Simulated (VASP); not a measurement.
# Sc (P6_3/mmc) in VASP: notebook

Sc is run at these levels: LDA; tasks: single point, relaxation of cell and atoms.

Everything below comes from runs of VASP 6.6.1. Logs are shortened: lines on timing, memory, paths and dates and some standing lists are left out, and cuts for length are marked.

**1. The cell of the first run**

It takes space group P6_3/mmc (No. 194, hexagonal). The conventional cell has a = 3.229 Å, b = 3.229 Å, c = 4.984 Å, α = 90.00°, β = 90.00°, γ = 120.00°. Within 4.1 Å of Sc (site symmetry -6m2) lie 12 Sc at 3.11 to 3.23 Å.

**2. Single point, LDA**

File INCAR:

```
SYSTEM = Sc
ALGO = Normal
EDIFF = 1E-7
ENCUT = 520
GGA = CA
ISIF = 2
ISMEAR = 0
LASPH = .True.
LCHARG = .False.
LREAL = .False.
LWAVE = .False.
NBANDS = 18
NELM = 100
PREC = Accurate
SIGMA = 0.05
```

File KPOINTS:

```
k-points
0
Gamma
  14 14 8
  0 0 0
```

File POSCAR:

```
Sc
1.0
    3.2287413080      0.0000000000      0.0000000000
   -1.6143706540      2.7961719950      0.0000000000
    0.0000000000      0.0000000000      4.9839223790
Sc
2
Direct
    0.3333333333      0.6666666667      0.2500000000
    0.6666666667      0.3333333333      0.7500000000
```

Potentials or basis: VASP PAW LDA potentials, release 64 (Sc_sv).

The run is started by

```bash
> cat potpaw_LDA.64/Sc_sv/POTCAR > POTCAR
> mpirun -np 1 vasp_std > vasp.out
```

OUTCAR:

```text
SYSTEM = Sc
   EDIFF = 1E-7
   ENCUT = 520
   GGA = CA
   ISIF = 2
   ISMEAR = 0
   LASPH = .True.
   LREAL = .False.
   NELM = 100
   PREC = Accurate

 ion  position               nearest neighbor table
   1  0.333  0.667  0.250-   2 3.11   2 3.11   2 3.11   2 3.11   2 3.11   2 3.11
   2  0.667  0.333  0.750-   1 3.11   1 3.11   1 3.11   1 3.11   1 3.11   1 3.11

  LATTYP: Found a hexagonal cell.
 ALAT       =     3.2287413080
 C/A-ratio  =     1.5436115512

  Lattice vectors:

 A1 = (   3.2287413080,   0.0000000000,   0.0000000000)
 A2 = (  -1.6143706540,   2.7961719950,   0.0000000000)
 A3 = (   0.0000000000,   0.0000000000,   4.9839223790)

Analysis of symmetry for initial positions (statically):
=====================================================================
 Subroutine PRICEL returns:
 Original cell was already a primitive cell.

 Routine SETGRP: Setting up the symmetry group for a
 hexagonal supercell.

 Subroutine GETGRP returns: Found 24 space group operations
 (whereof 12 operations were pure point group operations)
 out of a pool of 24 trial point group operations.

The static configuration has the point symmetry D_3d.
 The point group associated with its full space group is D_6h.

Analysis of symmetry for dynamics (positions and initial velocities):
=====================================================================
 Subroutine PRICEL returns:
 Original cell was already a primitive cell.

 Routine SETGRP: Setting up the symmetry group for a
 hexagonal supercell.

 Subroutine GETGRP returns: Found 24 space group operations
 (whereof 12 operations were pure point group operations)
 out of a pool of 24 trial point group operations.

The dynamic configuration has the point symmetry D_3d.
 The point group associated with its full space group is D_6h.

 Subroutine INISYM returns: Found 24 space group operations
 (whereof 12 operations are pure point group operations),
 and found     1 'primitive' translations

----------------------------------------------------------------------------------------

                                     Primitive cell

  volume of cell :      44.9954

  direct lattice vectors                    reciprocal lattice vectors
     3.228741308  0.000000000  0.000000000     0.309718217  0.178815896  0.000000000
    -1.614370654  2.796171995  0.000000000     0.000000000  0.357631792  0.000000000
     0.000000000  0.000000000  4.983922379     0.000000000  0.000000000  0.200645179

  length of vectors
     3.228741308  3.228741308  4.983922379     0.357631792  0.357631792  0.200645179

  position of ions in fractional coordinates (direct lattice)
     0.333333333  0.666666667  0.250000000
     0.666666667  0.333333333  0.750000000

  ion indices of the primitive-cell ions
   primitive index   ion index
                 1           1
                 2           2

----------------------------------------------------------------------------------------

 KPOINTS: k-points

Automatic generation of k-mesh.
 Grid dimensions read from file:
 generate k-points for:   14   14    8

 Generating k-lattice:

  Cartesian coordinates                     Fractional coordinates (reciprocal lattice)
     0.022122730  0.012772564  0.000000000     0.071428571  0.000000000  0.000000000
     0.000000000  0.025545128  0.000000000     0.000000000  0.071428571  0.000000000
     0.000000000  0.000000000  0.025080647     0.000000000  0.000000000  0.125000000

  Length of vectors
     0.025545128  0.025545128  0.025080647

  Shift w.r.t. Gamma in fractional coordinates (k-lattice)
     0.000000000  0.000000000  0.000000000

 Subroutine IBZKPT returns following result:
 ===========================================

 Found    120 irreducible k-points:

 Following reciprocal coordinates:
            Coordinates               Weight
  0.000000  0.000000  0.000000      1.000000
  0.071429  0.000000  0.000000      6.000000
  0.142857  0.000000  0.000000      6.000000
  0.214286  0.000000  0.000000      6.000000
  0.285714  0.000000  0.000000      6.000000
  0.357143  0.000000  0.000000      6.000000
[... 16 lines left out ...]
  0.285714  0.285714  0.000000      6.000000
  0.357143  0.285714  0.000000      6.000000
 [... further k-points ...]
   k-points           NKPTS =    120   k-points in BZ     NKDIM =    120   number of bands    NBANDS=     18
   number of dos      NEDOS =    301   number of ions     NIONS =      2
   total plane-waves  NPLWV =  23040
   dimension x,y,z NGX =    24 NGY =   24 NGZ =   40
   dimension x,y,z NGXF=    48 NGYF=   48 NGZF=   80
   ions per type =               2
   NGX,Y,Z   is equivalent  to a cutoff of  12.36, 12.36, 13.34 a.u.
   NGXF,Y,Z  is equivalent  to a cutoff of  24.71, 24.71, 26.69 a.u.
 SYSTEM =  Sc
   PREC   = accura    normal or accurate (medium, high low for compatibility)
   ISTART =      0    job   : 0-new  1-cont  2-samecut
   ICHARG =      2    charge: 1-file 2-atom 10-const
   ISPIN  =      1    spin polarized calculation?
   LNONCOLLINEAR =      F non collinear calculations
   LSORBIT =      F    spin-orbit coupling
   LASPH  =      T    aspherical Exc in radial PAW
   ENCUT  =  520.0 eV  38.22 Ry    6.18 a.u.   6.00  6.00  9.27*2*pi/ulx,y,z
   NELM   =    100;   NELMIN=  2; NELMDL= -5     # of ELM steps
   EDIFF  = 0.1E-06   stopping-criterion for ELM
   LREAL  =      F    real-space projection
   EDIFFG = 0.1E-05   stopping-criterion for IOM
   NSW    =      0    number of steps for IOM
   IBRION =     -1    ionic relax: 0-MD 1-quasi-New 2-CG
   NFREE  =      0    steps in history (QN), initial steepest desc. (CG)
   ISIF   =      2    stress and relaxation
   ISYM   =      2    0-nonsym 1-usesym 2-fastsym
   POTIM  = 0.5000    time-step for ionic-motion
   TEBEG  =    0.0;   TEEND  =   0.0 temperature during run
   PSTRESS=    0.0 pullay stress
   NELECT =      22.0000    total number of electrons
   NUPDOWN=      -1.0000    fix difference up-down
   EMIN   =  10.00;   EMAX   =-10.00  energy-range for DOS
   EFERMI =   0.00;   METHOD = LEGACY
   ISMEAR =     0;   SIGMA  =   0.05  broadening in eV -4-tet -1-fermi 0-gaus
   EFERMI_NEDOS =   21; number of points for ismear=-14 and -15
   IALGO  =     38    algorithm
   IMIX   =      4    mixing-type and parameters
     AMIX     =   0.40;   BMIX     =  1.00
     AMIX_MAG =   1.60;   BMIX_MAG =  1.00
  volume/ion in A,a.u.               =      22.50       151.82
  Fermi-wavevector in a.u.,A,eV,Ry     =   1.289713  2.437203 22.631366  1.663358
  Thomas-Fermi vector in A             =   2.421589
   LORBIT       =      0    0 simple, 1 ext, 2 COOP (PROOUT), +10 PAW based schemes
   GGA     = CA    functional components
   LHFCALC =     F    Hartree Fock is set to
   AEXX    =    0.0000 exact exchange contribution
   IVDW    =     0    specifies the selected vdW correction
   LEPSILON=     F    determine dielectric tensor
   LRPA    =     F    only Hartree local field effects (RPA)
 non-spin polarized calculation
 Gauss-broadening in eV      SIGMA  =   0.05
  energy-cutoff  :      520.00
  volume of cell :       45.00
 maximum number of plane-waves:      1231
   NGX = 13   NGY = 13   NGZ = 19

 number of electron      21.9999997 magnetization

 Free energy of the ion-electron system (eV)
  ---------------------------------------------------
  ext. energy  EPLUGINS =         0.00000000
  ---------------------------------------------------
  free energy    TOTEN  =       -13.45262502 eV

  energy without entropy =      -13.44931434  energy(sigma->0) =      -13.45096968

 E-fermi :   4.0020     XC(G=0): -10.5251

 val. band max:        4.0008488629   @ k =   0.2143   0.1429   0.3750
 cond. band min:       4.0042940522   @ k =   0.2857   0.0000   0.3750
 fundamental gap:      0.0034451893
 Fermi energy:         4.0019971629

 k-point     1 :       0.0000    0.0000    0.0000
  band No.  band energies     occupation
      1     -44.5849      2.00000
      2     -44.4704      2.00000
      3     -23.8563      2.00000
      4     -23.3758      2.00000
      5     -23.3758      2.00000
      6     -23.2801      2.00000
[... 10 lines left out ...]
     17       6.4184      0.00000
     18       6.4184      0.00000

 k-point     2 :       0.0714    0.0000    0.0000
  band No.  band energies     occupation
      1     -44.5812      2.00000
      2     -44.4692      2.00000
      3     -23.8469      2.00000
      4     -23.3934      2.00000
      5     -23.3820      2.00000
      6     -23.2987      2.00000
[... 10 lines left out ...]
     17       6.3220      0.00000
     18       6.3404      0.00000

 k-point     3 :       0.1429    0.0000    0.0000
  band No.  band energies     occupation
      1     -44.5707      2.00000
      2     -44.4662      2.00000
      3     -23.8197      2.00000
      4     -23.4430      2.00000
      5     -23.3991      2.00000
      6     -23.3500      2.00000
[... 10 lines left out ...]
     17       6.4314      0.00000
     18       6.4728      0.00000

 k-point     4 :       0.2143    0.0000    0.0000
  band No.  band energies     occupation
      1     -44.5549      2.00000
      2     -44.4624      2.00000
      3     -23.7773      2.00000
      4     -23.5153      2.00000
      5     -23.4228      2.00000
      6     -23.4219      2.00000
[... 375 lines left out ...]
      4     -23.5960      2.00000
      5     -23.5563      2.00000
      6     -23.5479      2.00000
[... 10 lines left out ...]
     17       8.1553      0.00000
     18       8.2870      0.00000

 k-point    23 :       0.2857    0.2857    0.0000
  band No.  band energies     occupation
      1     -44.4848      2.00000
      2     -44.4638      2.00000
      3     -23.6791      2.00000
      4     -23.6039      2.00000
      5     -23.5487      2.00000
      6     -23.5430      2.00000
[... 10 lines left out ...]
     17       8.1624      0.00000
     18       8.2596      0.00000

 k-point    24 :       0.3571    0.2857    0.0000
  band No.  band energies     occupation
      1     -44.4775      2.00000
      2     -44.4682      2.00000
      3     -23.6820      2.00000
      4     -23.5789      2.00000
      5     -23.5762      2.00000
      6     -23.5155      2.00000
[... 10 lines left out ...]
     17       8.0477      0.00000
     18       8.2487      0.00000

 [... further k-points ...]
[... 5 lines left out ...]
  --------------------------------------------------------------------------------------
  -------------------------------------------------------------------------------------
  Total        0.0266205      0.0266205      0.0284847      0.0000000      0.0000000     -0.0000000
  in kB        0.9478898      0.9478898      1.0142720      0.0000000      0.0000000     -0.0000000
  external PRESSURE =       0.9700172 kB  Pullay stress =       0.0000000 kB

 VOLUME and BASIS-vectors are now :
 -----------------------------------------------------------------------------
  energy-cutoff  :      520.00
  volume of cell :       45.00
      direct lattice vectors                 reciprocal lattice vectors
     3.228741308  0.000000000  0.000000000     0.309718217  0.178815896  0.000000000
    -1.614370654  2.796171995  0.000000000     0.000000000  0.357631792  0.000000000
     0.000000000  0.000000000  4.983922379     0.000000000  0.000000000  0.200645179

 POSITION                                       TOTAL-FORCE (eV/Angst)
 -----------------------------------------------------------------------------------
     -0.00000      1.86411      1.24598         0.000000     -0.000000      0.000000
      1.61437      0.93206      3.73794        -0.000000      0.000000      0.000000
 -----------------------------------------------------------------------------------
    total drift:                               -0.000000      0.000000     -0.000000

  FREE ENERGIE OF THE ION-ELECTRON SYSTEM (eV)
  ---------------------------------------------------
  free  energy   TOTEN  =       -13.4526250191 eV

  energy  without entropy=      -13.4493143414  energy(sigma->0) =      -13.45096968
```

Run time: 45 s. Hardware: 1 thread of Intel Xeon 6975P-C (Granite Rapids), shared host; peak memory 0.19 GiB.

What came out:

* Free energy: -13.4526 eV
* Pressure: 0.1 GPa
* Band gap on the k mesh: zero (band 11 reaches 5.05 eV, above the bottom of band 12 at 3.40 eV)

**3. Relaxation of cell and atoms, LDA**

This run uses another cell than the first one, of 25.00 Å³/atom, 1.111 times its volume.

File INCAR:

```
  PREC = Accurate
  ENCUT = 600
  EDIFF = 1E-7
  ISMEAR = 0
  SIGMA = 0.05
  LREAL = F
  LASPH = T
  NELM = 80
  ALGO = Normal
  ISIF = 3
  LWAVE = F
  LCHARG = F
  GGA = CA
  IBRION = 2
  NSW = 80
  EDIFFG = -0.02
```

File KPOINTS:

```
regular mesh
0
Gamma
  14 14 8
```

File POSCAR:

```
Sc
1.0
    3.3090000000      0.0000000000      0.0000000000
   -1.6545000000      2.8656780000      0.0000000000
    0.0000000000      0.0000000000      5.2733000000
Sc
2
Direct
    0.3333333333      0.6666666667      0.2500000000
    0.6666666667      0.3333333333      0.7500000000
```

Potentials or basis: VASP PAW LDA potentials, release 64 (Sc_sv).

The run is started by

```bash
> cat potpaw_LDA.64/Sc_sv/POTCAR > POTCAR
> mpirun -np 1 vasp_std > vasp.out
```

It took 4 min on 1 thread of Intel Xeon 6975P-C (Granite Rapids), shared host; peak memory 0.22 GiB.

Results (log left out):

```yaml
Free_energy: -13.4531 eV
Relaxed_volume: 22.53 Å³/atom
Relaxed_cell: a = 3.229 Å, b = 3.229 Å, c = 4.988 Å, α = 90.00°, β = 90.00°, γ = 120.00°
Space_group_after_relaxing_to_0.05_Å: P6_3/mmc (No. 194)
Energy_gained_by_relaxing: 47.3 meV/atom
Ionic_steps: 5
Pressure_after_relaxing: 0.1 GPa
Band_gap_on_the_k_mesh: zero (band 11 reaches 5.04 eV, above the bottom of band 12 at 3.40 eV)
```

Step by step:
| step | energy change (eV) | largest force (eV/Å) | pressure (GPa) | volume (Å³) |
| --- | --- | --- | --- | --- |
| 1 | 0.0000 | 0.0000 | -5.30 | 50.00 |
| 2 | -0.0889 | 0.0000 | 1.26 | 44.25 |
| 3 | -0.0916 | 0.0000 | 0.16 | 45.02 |
| 4 | -0.0943 | 0.0000 | 0.10 | 45.04 |
| 5 | -0.0947 | 0.0000 | 0.07 | 45.05 |

Final structure:
```xyz
2
Lattice="3.2295 0.0000 0.0000 -1.6147 2.7968 0.0000 0.0000 0.0000 4.9880" Properties=species:S:1:pos:R:3 pbc="T T T"
Sc    0.0000    1.8645    1.2470
Sc    1.6147    0.9323    3.7410
```

Levels at points of the mesh, in eV from the Fermi level:
```csv
k point,band 7,band 8,band 9,band 10,band 11,band 12,band 13,band 14,band 15
"(0.00, 0.00, 0.00)",-27.29,-27.24,-5.23,-1.76,1.01,1.63,1.63,1.99,2.16
"(0.50, 0.00, 0.00)",-27.40,-27.34,-1.65,-1.18,-0.79,-0.25,1.33,1.44,2.04
"(0.00, 0.00, 0.50)",-27.33,-27.33,-3.55,-3.55,1.04,1.04,1.53,1.53,1.53
"(0.50, 0.00, 0.50)",-27.39,-27.39,-1.60,-1.60,0.10,0.10,1.51,1.51,2.51
```
